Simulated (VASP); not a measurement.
TiO2, 3 atoms in the cell. It takes space group Fm-3m (No. 225, cubic). The conventional cell has a = 4.794 Å, b = 4.794 Å, c = 4.794 Å, α = 90.00°, β = 90.00°, γ = 90.00°. Ti (site symmetry m-3m) has 8 O at 2.08 Å within 2.7 Å. Within 2.7 Å of O (site symmetry -43m) lie 4 Ti at 2.08 Å and 6 O at 2.40 Å. 

| Item | Value |
| --- | --- |
| Program | VASP 6.6.1 |
| Task | single point |
| Functional | PBEsol |
| Potentials or basis | VASP PAW PBE potentials, release 64 (Ti_sv, O) |
| Cutoff | 520 eV |
| k mesh | 6 × 6 × 6 |
| Occupations | gaussian, width 0.01 eV |
| Spin | no spin polarisation |
| Dipole correction | no |
| Further INCAR settings | ALGO = Normal; EDIFF = 1e-06; NBANDS = 19 |

Potentials or basis: VASP PAW PBE potentials, release 64 (Ti_sv, O).

The run is started by

```sh
$ cat potpaw_PBE.64/Ti_sv/POTCAR potpaw_PBE.64/O/POTCAR > POTCAR
$ mpirun -np 1 vasp_std > vasp.out
```

Hardware: 1 thread of AMD EPYC 7R43 64-Core Processor (Zen 3), with other jobs on the host.

Estimate the wall time of this run.

It took 36 s on 1 thread of AMD EPYC 7R43 64-Core Processor (Zen 3) (shared host), peak memory 0.12 GiB. Counts: scf iterations 18, k points 16.
